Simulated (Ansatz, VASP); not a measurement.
## Two plane-wave programs on BiOs

```xyz
2
Lattice="0.0000 2.7771 2.7771 2.7771 0.0000 2.7771 2.7771 2.7771 0.0000" Properties=species:S:1:pos:R:3 pbc="T T T"
Os    2.7771    2.7771    2.7771
Bi    0.0000    0.0000    0.0000
```

Alike in both runs: task single point; functional PBE; k mesh 10 × 10 × 10; occupations gaussian, width 0.05 eV; no spin polarisation.

|  | VASP | Ansatz |
| --- | --- | --- |
| version | VASP 6.6.1 | Ansatz 0.2.0 |
| potentials or method | VASP PAW PBE potentials, release 64 (Os, Bi_d), cutoff 520 eV | scalar-relativistic, plane waves, PAW |
| valence electrons in the cell | 23 | 31 |

Ansatz gave:

- gap on the k mesh at the Fermi level (eV): none
- pressure (GPa): 2.6

**Question.** Estimate VASP's values.

**Answer.** gap on the k mesh at the Fermi level (eV): none; pressure (GPa): 2.8.

A gap of «none» marks a metal or a gap that the smearing closes. With one functional, cell and mesh, what is left measures potentials, basis and numerics. VASP's potentials hold 23 valence electrons a cell and Ansatz's 31, so a difference there can come from the potentials and not from the codes.

Spin-orbit coupling is off throughout.
